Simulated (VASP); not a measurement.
# Al in VASP: notebook

Runs on Al. Level: PBE. Tasks: relaxation of the atoms.

All numbers are computed with VASP 6.6.1; they aren't measurements. Logs are shortened: lines on timing, memory, paths and dates and some standing lists are left out, and cuts for length are marked.

## 1. The cell of the first run

The cell holds a slab with vacuum, 17 atoms: a = 5.714 Å, b = 8.080 Å, c = 19.743 Å, α = 90.00°, β = 90.00°, γ = 90.00°.

## 2. Relaxation of the atoms, PBE

File INCAR:

```
SYSTEM = Al
PREC     = Accurate       ! precision mode
ENCUT    = 450            ! plane-wave cutoff, eV
EDIFF    = 1E-7           ! SCF threshold, eV
ISMEAR   = 0              ! smearing method
SIGMA    = 0.1            ! smearing width, eV
LREAL    = .FALSE.        ! projectors in reciprocal space
LASPH    = .TRUE.         ! aspherical terms in the spheres
NELM     = 120            ! most SCF steps
ALGO     = Normal         ! electronic algorithm
ISIF     = 2              ! what is computed and relaxed
LWAVE    = .FALSE.        ! write WAVECAR
LCHARG   = .FALSE.        ! write CHGCAR
LDIPOL   = .TRUE.       
IDIPOL   = 3            
DIPOL    = 0.5 0.5 0.322
GGA      = PE             ! functional
IBRION   = 2              ! ionic algorithm
NSW      = 36             ! ionic steps
EDIFFG   = -0.025         ! ionic threshold
GGA_COMPAT= .FALSE.      
NELMIN   = 4            
NELMDL   = -8           
KPAR     = 4
```

File KPOINTS:

```
regular mesh
0
G
  5 4 1
  0 0 0
```

File POSCAR:

```
Al
1.0
    5.7135165838      0.0000000000      0.0000000000
    0.0000000000      8.0801326416      0.0000000000
    0.0000000000      0.0000000000     19.7432786844
Al
17
Selective dynamics
Direct
    0.2500000000      0.2500000000      0.2026005946  F F F
    0.2500000000      0.7500000000      0.2026005946  F F F
    0.7500000000      0.2500000000      0.2026005946  F F F
    0.7500000000      0.7500000000      0.2026005946  F F F
    0.0000000000      0.0000000000      0.2749482107  F F F
    0.0000000000      0.5000000000      0.2749482107  F F F
    0.5000000000      0.0000000000      0.2749482107  F F F
    0.5000000000      0.5000000000      0.2749482107  F F F
    0.2500000000      0.2500000000      0.3495466410  F F F
    0.2500000000      0.7500000000      0.3495466410  F F F
    0.7500000000      0.2500000000      0.3495466410  F F F
    0.7500000000      0.7500000000      0.3495466410  F F F
    0.0000000000      0.0000000000      0.4175232906  F F F
    0.0000000000      0.5000000000      0.4175232906  F F F
    0.5000000000      0.0000000000      0.4175232906  F F F
    0.5000000000      0.5000000000      0.4175232906  F F F
    0.2500000000      0.2500000000      0.4924119161  F F T
```

Potentials or basis: VASP PAW PBE potentials, release 64 (Al).

The run is started by

```console
$ cat potpaw_PBE.64/Al/POTCAR > POTCAR
$ mpirun -np 4 vasp_std > vasp.out
```

OUTCAR:

```text
SYSTEM = Al
   PREC = Accurate
   ENCUT = 450
   EDIFF = 1E-7
   ISMEAR = 0
   LREAL = .FALSE.
   LASPH = .TRUE.
   NELM = 120
   ISIF = 2
   GGA = PE
   IBRION = 2
   NSW = 36
   EDIFFG = -0.025
   NELMIN = 4
   NELMDL = -8

 ion  position               nearest neighbor table
   1  0.250  0.250  0.203-   3 2.86   3 2.86   6 2.86   7 2.86   8 2.86   5 2.86   9 2.90
   2  0.250  0.750  0.203-   4 2.86   4 2.86   6 2.86   7 2.86   8 2.86   5 2.86  10 2.90
   3  0.750  0.250  0.203-   1 2.86   1 2.86   6 2.86   7 2.86   8 2.86   5 2.86  11 2.90
   4  0.750  0.750  0.203-   2 2.86   2 2.86   6 2.86   7 2.86   8 2.86   5 2.86  12 2.90
   5  0.000  0.000  0.275-  13 2.81   7 2.86   7 2.86   4 2.86   1 2.86   2 2.86   3 2.86  11 2.88
                            12 2.88   9 2.88  10 2.88
   6  0.000  0.500  0.275-  14 2.81   8 2.86   8 2.86   4 2.86   1 2.86   2 2.86   3 2.86  11 2.88
                            12 2.88   9 2.88  10 2.88
   7  0.500  0.000  0.275-  15 2.81   5 2.86   5 2.86   4 2.86   1 2.86   2 2.86   3 2.86  11 2.88
                            12 2.88   9 2.88  10 2.88
   8  0.500  0.500  0.275-  16 2.81   6 2.86   6 2.86   4 2.86   1 2.86   2 2.86   3 2.86  11 2.88
                            12 2.88   9 2.88  10 2.88
   9  0.250  0.250  0.350-  13 2.81  14 2.81  15 2.81  16 2.81  17 2.82  11 2.86  11 2.86   8 2.88
                             5 2.88   6 2.88   7 2.88   1 2.90
  10  0.250  0.750  0.350-  13 2.81  14 2.81  15 2.81  16 2.81  12 2.86  12 2.86   7 2.88   8 2.88
                             5 2.88   6 2.88   2 2.90
  11  0.750  0.250  0.350-  13 2.81  14 2.81  15 2.81  16 2.81   9 2.86   9 2.86   7 2.88   8 2.88
                             5 2.88   6 2.88   3 2.90
  12  0.750  0.750  0.350-  13 2.81  14 2.81  15 2.81  16 2.81  10 2.86  10 2.86   7 2.88   8 2.88
                             5 2.88   6 2.88   4 2.90
  13  0.000  0.000  0.418-   9 2.81  10 2.81  11 2.81  12 2.81   5 2.81  15 2.86  15 2.86  17 2.88

  14  0.000  0.500  0.418-   9 2.81  10 2.81  11 2.81  12 2.81   6 2.81  16 2.86  16 2.86  17 2.88

  15  0.500  0.000  0.418-   9 2.81  10 2.81  11 2.81  12 2.81   7 2.81  13 2.86  13 2.86  17 2.88

  16  0.500  0.500  0.418-   9 2.81  10 2.81  11 2.81  12 2.81   8 2.81  14 2.86  14 2.86  17 2.88

  17  0.250  0.250  0.492-   9 2.82  13 2.88  14 2.88  15 2.88  16 2.88

  LATTYP: Found a simple orthorhombic cell.
 ALAT       =     5.7135165838
 B/A-ratio  =     1.4142135624
 C/A-ratio  =     3.4555388778

  Lattice vectors:

 A1 = (   5.7135165838,   0.0000000000,   0.0000000000)
 A2 = (   0.0000000000,   8.0801326416,   0.0000000000)
 A3 = (   0.0000000000,   0.0000000000,  19.7432786844)

[... 196 lines left out ...]

 dipolmoment           0.000000      0.000000     -0.087252 electrons x Angstroem

--------------------------------------- Ionic step        1  -------------------------------------------

 number of electron      51.0000001 magnetization

 Free energy of the ion-electron system (eV)
  ---------------------------------------------------
  ext. energy  EPLUGINS =         0.00000000
  ---------------------------------------------------
  free energy    TOTEN  =       -57.95526747 eV

  energy without entropy =      -57.90492995  energy(sigma->0) =      -57.93009871

------------------------ aborting loop because EDIFF is reached ----------------------------------------

  FORCE on cell =-STRESS in cart. coord.  units (eV):
  Direction    XX          YY          ZZ          XY          YZ          ZX
  --------------------------------------------------------------------------------------
  -------------------------------------------------------------------------------------
  Total       -9.9679357     -3.8136993     -1.5420322      0.0000000      0.0000000      0.0000000
  in kB      -17.5216319     -6.7037185     -2.7105833      0.0000000      0.0000000      0.0000000
  external PRESSURE =      -8.9786446 kB  Pullay stress =       0.0000000 kB
[... 142 lines left out ...]
 number of electron      51.0000001 magnetization

------------------------ aborting loop because EDIFF is reached ----------------------------------------

 vacuum level on the upper side and lower side of the slab       (xc-potential included)         0.065        -0.077

  FORCE on cell =-STRESS in cart. coord.  units (eV):
  Direction    XX          YY          ZZ          XY          YZ          ZX
  --------------------------------------------------------------------------------------
  -------------------------------------------------------------------------------------
  Total       -9.7925747     -3.3793945     -0.2865042      0.0000000      0.0000000      0.0000000
  in kB      -17.2133823     -5.9402978     -0.5036169      0.0000000      0.0000000      0.0000000
  external PRESSURE =      -7.8857657 kB  Pullay stress =       0.0000000 kB
[... 38 lines left out ...]
--------------------------------------- Ionic step        5  -------------------------------------------

 number of electron      51.0000000 magnetization

 dipolmoment           0.000000      0.000000      0.035515 electrons x Angstroem

 Free energy of the ion-electron system (eV)
  ---------------------------------------------------
  ext. energy  EPLUGINS =         0.00000000
  ---------------------------------------------------
  free energy    TOTEN  =       -57.96964963 eV

  energy without entropy =      -57.91828718  energy(sigma->0) =      -57.94396841

 E-fermi :  -0.3822     XC(G=0):  -4.2257

 val. band max:       -0.3917036672   @ k =   0.2000   0.0000   0.0000
 cond. band min:      -0.3732452996   @ k =   0.0000   0.2500   0.0000
 fundamental gap:      0.0184583676
 Fermi energy:        -0.3821977745

 k-point     1 :       0.0000    0.0000    0.0000
  band No.  band energies     occupation
      1     -10.6204      2.00000
      2      -8.5212      2.00000
      3      -8.4177      2.00000
      4      -8.2473      2.00000
      5      -6.4643      2.00000
      6      -6.1857      2.00000
[... 322 lines left out ...]
     33       1.4038      0.00000
     34       1.5352      0.00000

------------------------ aborting loop because EDIFF is reached ----------------------------------------

 vacuum level on the upper side and lower side of the slab       (xc-potential included)        -0.049        -0.182

  FORCE on cell =-STRESS in cart. coord.  units (eV):
  Direction    XX          YY          ZZ          XY          YZ          ZX
  --------------------------------------------------------------------------------------
  -------------------------------------------------------------------------------------
  Total       -9.8770038     -3.5485629     -0.7457567      0.0000000      0.0000000      0.0000000
  in kB      -17.3617918     -6.2376619     -1.3108907      0.0000000      0.0000000      0.0000000
  external PRESSURE =      -8.3034482 kB  Pullay stress =       0.0000000 kB
[... 32 lines left out ...]
  FREE ENERGIE OF THE ION-ELECTRON SYSTEM (eV)
  ---------------------------------------------------
  free  energy   TOTEN  =       -57.9696496349 eV

  energy  without entropy=      -57.9182871839  energy(sigma->0) =      -57.94396841

 reached required accuracy - stopping structural energy minimisation

 vacuum level on the upper side and lower side of the slab         3.766         3.629
```

Wall time 11 min (4 MPI ranks of Intel Xeon Platinum 8259CL at 2.50GHz (Skylake/Cascade Lake), shared host); peak memory 0.81 GiB.

What came out:

- Free energy: -57.9696 eV
- Energy gained by relaxing: 0.8 meV/atom
- Ionic steps: 5
- Band gap on the k mesh: zero (an odd number of electrons rules out a gap without spin polarisation)

Step by step:
| step | energy change (eV) | largest force on free atoms (eV/Å) | pressure (GPa) |
| --- | --- | --- | --- |
| 1 | 0.0000 | 0.2931 | -0.90 |
| 2 | -0.0039 | 0.2533 | -0.89 |
| 3 | -0.0120 | 0.1259 | -0.86 |
| 4 | -0.0105 | 0.1720 | -0.79 |
| 5 | -0.0144 | 0.0076 | -0.83 |

Final structure:
```yaml
crystal:
  lattice:
    - [5.71352, 0.00000, 0.00000]
    - [0.00000, 8.08013, 0.00000]
    - [0.00000, 0.00000, 19.74328]
  atoms:
    - { symbol: Al, position: [0.25000, 0.25000, 0.20260] }
    - { symbol: Al, position: [0.25000, 0.75000, 0.20260] }
    - { symbol: Al, position: [0.75000, 0.25000, 0.20260] }
    - { symbol: Al, position: [0.75000, 0.75000, 0.20260] }
    - { symbol: Al, position: [0.00000, 0.00000, 0.27495] }
    - { symbol: Al, position: [0.00000, 0.50000, 0.27495] }
    - { symbol: Al, position: [0.50000, 0.00000, 0.27495] }
    - { symbol: Al, position: [0.50000, 0.50000, 0.27495] }
    - { symbol: Al, position: [0.25000, 0.25000, 0.34955] }
    - { symbol: Al, position: [0.25000, 0.75000, 0.34955] }
    - { symbol: Al, position: [0.75000, 0.25000, 0.34955] }
    - { symbol: Al, position: [0.75000, 0.75000, 0.34955] }
    - { symbol: Al, position: [0.00000, 0.00000, 0.41752] }
    - { symbol: Al, position: [0.00000, 0.50000, 0.41752] }
    - { symbol: Al, position: [0.50000, 0.00000, 0.41752] }
    - { symbol: Al, position: [0.50000, 0.50000, 0.41752] }
    - { symbol: Al, position: [0.25000, 0.25000, 0.48773] }
```

Levels at points of the mesh, in eV from the Fermi level:
| k point | band 23 | band 24 | band 25 | band 26 | band 27 | band 28 | band 29 | band 30 |
| --- | --- | --- | --- | --- | --- | --- | --- | --- |
| (0.00, 0.00, 0.00) | -0.78 | -0.70 | -0.67 | -0.35 | -0.06 | 0.07 | 0.84 | 0.93 |
| (0.00, 0.50, 0.00) | -0.91 | -0.83 | -0.46 | -0.43 | 0.10 | 0.15 | 0.26 | 0.93 |

## 3. Relaxation of the atoms, PBE

File INCAR:

```
ALGO     = Fast           # electronic algorithm
DIPOL    = 0.5 0.5 0.325
EDIFF    = 1E-6           # SCF threshold, eV
EDIFFG   = -0.025         # ionic threshold
ENCUT    = 520            # plane-wave cutoff, eV
GGA      = PE             # functional
IBRION   = 2              # ionic algorithm
IDIPOL   = 3            
ISIF     = 2              # what is computed and relaxed
ISMEAR   = 0              # smearing method
KPAR     = 4            
LASPH    = True           # aspherical terms in the spheres
LCHARG   = False          # write CHGCAR
LDIPOL   = True         
LREAL    = Auto         
LWAVE    = False          # write WAVECAR
NELM     = 80             # most SCF steps
NSW      = 36             # ionic steps
PREC     = Accurate       # precision mode
SIGMA    = 0.1            # smearing width, eV
```

File KPOINTS:

```
k-points
0
Gamma
  5 4 1
```

POSCAR: that of step 2 with these lines changed.

```diff
@@ -25,2 +25,2 @@
     0.5000000000      0.5000000000      0.4175232906  F F F
-    0.2500000000      0.2500000000      0.4924119161  F F T
+    0.0000000000      0.0000000000      0.5400966504  F F T
```

Potentials or basis: VASP PAW PBE potentials, release 64 (Al).

The run is started by

```console
$ cat potpaw_PBE.64/Al/POTCAR > POTCAR
$ mpirun -np 4 vasp_std > vasp.out
```

OUTCAR:

```text
EDIFF = 1E-6
   EDIFFG = -0.025
   ENCUT = 520
   GGA = PE
   IBRION = 2
   ISIF = 2
   ISMEAR = 0
   LASPH = True
   LREAL = Auto
   NELM = 80
   NSW = 36
   PREC = Accurate

 ion  position               nearest neighbor table
   1  0.250  0.250  0.203-   3 2.86   3 2.86   6 2.86   7 2.86   8 2.86   5 2.86   9 2.90
   2  0.250  0.750  0.203-   4 2.86   4 2.86   6 2.86   7 2.86   8 2.86   5 2.86  10 2.90
   3  0.750  0.250  0.203-   1 2.86   1 2.86   6 2.86   7 2.86   8 2.86   5 2.86  11 2.90
   4  0.750  0.750  0.203-   2 2.86   2 2.86   6 2.86   7 2.86   8 2.86   5 2.86  12 2.90
   5  0.000  0.000  0.275-  13 2.81   7 2.86   7 2.86   4 2.86   1 2.86   2 2.86   3 2.86  11 2.88
                            12 2.88   9 2.88  10 2.88
   6  0.000  0.500  0.275-  14 2.81   8 2.86   8 2.86   4 2.86   1 2.86   2 2.86   3 2.86  11 2.88
                            12 2.88   9 2.88  10 2.88
   7  0.500  0.000  0.275-  15 2.81   5 2.86   5 2.86   4 2.86   1 2.86   2 2.86   3 2.86  11 2.88
                            12 2.88   9 2.88  10 2.88
   8  0.500  0.500  0.275-  16 2.81   6 2.86   6 2.86   4 2.86   1 2.86   2 2.86   3 2.86  11 2.88
                            12 2.88   9 2.88  10 2.88
   9  0.250  0.250  0.350-  13 2.81  14 2.81  15 2.81  16 2.81  11 2.86  11 2.86   7 2.88   8 2.88
                             5 2.88   6 2.88   1 2.90
  10  0.250  0.750  0.350-  13 2.81  14 2.81  15 2.81  16 2.81  12 2.86  12 2.86   7 2.88   8 2.88
                             5 2.88   6 2.88   2 2.90
  11  0.750  0.250  0.350-  13 2.81  14 2.81  15 2.81  16 2.81   9 2.86   9 2.86   7 2.88   8 2.88
[... 5 lines left out ...]
  14  0.000  0.500  0.418-   9 2.81  10 2.81  11 2.81  12 2.81   6 2.81  16 2.86  16 2.86
  15  0.500  0.000  0.418-   9 2.81  10 2.81  11 2.81  12 2.81   7 2.81  13 2.86  13 2.86
[... 374 lines left out ...]

 dipolmoment           0.000000      0.000000     -0.052225 electrons x Angstroem

 Free energy of the ion-electron system (eV)
  ---------------------------------------------------
  ext. energy  EPLUGINS =         0.00000000
  ---------------------------------------------------
  free energy    TOTEN  =       -56.73448416 eV

  energy without entropy =      -56.68928433  energy(sigma->0) =      -56.71188425

 E-fermi :  -0.2168     XC(G=0):  -4.3925

 val. band max:       -0.2468405260   @ k =   0.4000   0.0000   0.0000
 cond. band min:      -0.1809665449   @ k =   0.0000   0.5000   0.0000
 fundamental gap:      0.0658739811
 Fermi energy:        -0.2167517708

 k-point     1 :       0.0000    0.0000    0.0000
  band No.  band energies     occupation
      1     -10.4396      2.00000
      2      -8.2744      2.00000
      3      -8.1785      2.00000
      4      -8.0363      2.00000
      5      -6.0679      2.00000
      6      -5.9788      2.00000
[... 322 lines left out ...]
     33       1.3113      0.00000
     34       1.7050      0.00000

------------------------ aborting loop because EDIFF is reached ----------------------------------------

 vacuum level on the upper side and lower side of the slab       (xc-potential included)        -0.380        -0.089

  FORCE on cell =-STRESS in cart. coord.  units (eV):
  Direction    XX          YY          ZZ          XY          YZ          ZX
  --------------------------------------------------------------------------------------
  -------------------------------------------------------------------------------------
  Total      -10.4232818     -4.2406303     -0.8731032      0.0000000      0.0000000      0.0000000
  in kB      -18.3220390     -7.4541777     -1.5347404      0.0000000      0.0000000      0.0000000
  external PRESSURE =      -9.1036523 kB  Pullay stress =       0.0000000 kB
[... 32 lines left out ...]
  FREE ENERGIE OF THE ION-ELECTRON SYSTEM (eV)
  ---------------------------------------------------
  free  energy   TOTEN  =       -56.7344841578 eV

  energy  without entropy=      -56.6892843338  energy(sigma->0) =      -56.71188425

 reached required accuracy - stopping structural energy minimisation

 vacuum level on the upper side and lower side of the slab         3.424         3.716
```

OSZICAR:

```text
N       E                     dE             d eps       ncg     rms          rms(c)
DAV:   1     0.192541668715E+03    0.19254E+03   -0.14910E+04   612   0.104E+03
DAV:   2    -0.459294281712E+02   -0.23847E+03   -0.22965E+03   816   0.168E+02
DAV:   3    -0.597918836346E+02   -0.13862E+02   -0.13445E+02   756   0.412E+01
[... 56 lines left out ...]
RMM:   3    -0.567344840270E+02    0.43783E-04   -0.17476E-04   669   0.367E-02    0.106E-02
RMM:   4    -0.567344837032E+02    0.32380E-06   -0.23925E-05   594   0.170E-02    0.931E-03
RMM:   5    -0.567344857071E+02   -0.20039E-05   -0.10732E-05   513   0.888E-03    0.335E-03
RMM:   6    -0.567344840249E+02    0.16822E-05   -0.28769E-06   447   0.594E-03    0.981E-04
RMM:   7    -0.567344841578E+02   -0.13289E-06   -0.11598E-06   372   0.387E-03
   4 F= -.56734484E+02 E0= -.56711884E+02  d E =-.129672E+00
```

It took 11 min on 4 MPI ranks of Oxide Virtual Turin-like, shared host; peak memory 0.91 GiB.

Results:

```yaml
Free_energy: -56.7345 eV
Energy_gained_by_relaxing: 7.6 meV/atom
Ionic_steps: 4
Band_gap_on_the_k_mesh: zero (an odd number of electrons rules out a gap without spin polarisation)
```

Step by step:
```csv
step,energy change (eV),largest force on free atoms (eV/Å),pressure (GPa)
1,0.0000,1.3277,-0.72
2,-0.0693,0.8467,-0.79
3,-0.1294,0.0501,-0.90
4,-0.1297,0.0075,-0.91
```

Final structure:
```
Al
1.0
     5.71352    0.00000    0.00000
     0.00000    8.08013    0.00000
     0.00000    0.00000   19.74328
Al
17
Direct
  0.25000 0.25000 0.20260
  0.25000 0.75000 0.20260
  0.75000 0.25000 0.20260
  0.75000 0.75000 0.20260
  0.00000 0.00000 0.27495
  0.00000 0.50000 0.27495
  0.50000 0.00000 0.27495
  0.50000 0.50000 0.27495
  0.25000 0.25000 0.34955
  0.25000 0.75000 0.34955
  0.75000 0.25000 0.34955
  0.75000 0.75000 0.34955
  0.00000 0.00000 0.41752
  0.00000 0.50000 0.41752
  0.50000 0.00000 0.41752
  0.50000 0.50000 0.41752
  0.00000 0.00000 0.55105
```

The gap in the log of VASP goes by the Fermi energy; the results here count the filled bands.